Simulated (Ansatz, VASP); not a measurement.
Two plane-wave programs on Zr3TiN4

```
CELL_PARAMETERS angstrom
3.20393 0.00000 0.00000
0.00000 3.20393 0.00000
0.00000 0.00000 9.03306
ATOMIC_POSITIONS crystal
Zr 0.00000 0.00000 0.74163
Zr 0.00000 0.00000 0.25837
Zr 0.50000 0.50000 0.00000
Ti 0.50000 0.50000 0.50000
N 0.00000 0.00000 0.50000
N 0.50000 0.50000 0.25725
N 0.00000 0.00000 0.00000
N 0.50000 0.50000 0.74275
```

Alike in both runs: functional PBE; k mesh 12 × 12 × 4; occupations gaussian, width 0.1 eV; no spin polarisation.

Ansatz relaxed the structure, and its values are those at the end. VASP's run is a single point on that final structure, the one shown.

|  | VASP | Ansatz |
| --- | --- | --- |
| version | VASP 6.6.1 | Ansatz 0.2.0 |
| potentials or method | VASP PAW PBE potentials, release 64 (Zr_sv, Ti_sv, N), cutoff 520 eV | scalar-relativistic, plane waves, PAW |
| valence electrons in the cell | 68 | 68 |

```tsv
	VASP	Ansatz	Ansatz less VASP
gap on the k mesh at the Fermi level (eV)	none	none	-
pressure (GPa)	0.3	0.0	-0.26
```

A gap of «none» marks a metal or a gap that the smearing closes.
